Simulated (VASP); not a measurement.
Set up this calculation in VASP 6.6.1, as the native input.

* Task: single point
* Functional: PBEsol
* Potentials or basis: VASP PAW PBE potentials, release 64 (Sc_sv, Hg)
* Cutoff: 520 eV
* k mesh: 14 × 14 × 14
* Occupations: gaussian, width 0.15 eV
* Spin: no spin polarisation
* Dipole correction: no
* Further INCAR settings: ALGO = Fast; EDIFF = 1e-07; NBANDS = 18

The structure of ScHg lies in POSCAR:

```
ScHg
1.0
    3.4800000000      0.0000000000      0.0000000000
    0.0000000000      3.4800000000      0.0000000000
    0.0000000000      0.0000000000      3.4626000000
Sc Hg
1 1
Direct
    0.5000000000      0.5000000000      0.5000000000
    0.0000000000      0.0000000000      0.0000000000
```

This cell differs from its parent crystal: strain -0.0050 x Voigt [0, 0, 1, 0, 0, 0].

One way to write it, as run:

INCAR

```
SYSTEM = ScHg
PREC = Accurate
ENCUT = 520
EDIFF = 1E-7
ISMEAR = 0
SIGMA = 0.15
LREAL = .FALSE.
LASPH = .TRUE.
NELM = 60
ALGO = Fast
ISIF = 2
LWAVE = .FALSE.
LCHARG = .FALSE.
GGA = PS
NBANDS = 18
```

KPOINTS

```
Automatic mesh
0
G
  14 14 14
  0 0 0
```

Potentials or basis: VASP PAW PBE potentials, release 64 (Sc_sv, Hg).

Run with:

```console
$ cat potpaw_PBE.64/Sc_sv/POTCAR potpaw_PBE.64/Hg/POTCAR > POTCAR
$ mpirun -np 1 vasp_std > vasp.out
```

Results of the run:

```yaml
Pressure: -0.3 GPa
```

Caveat: the cell differs from its parent crystal (strain -0.0050 x Voigt [0, 0, 1, 0, 0, 0]); the PAW data sets were made with another functional, which shifts forces and pressure a little.

It took 4.6 min on 1 thread of Oxide Virtual Turin-like Processor (shared host), peak memory 0.3 GiB.
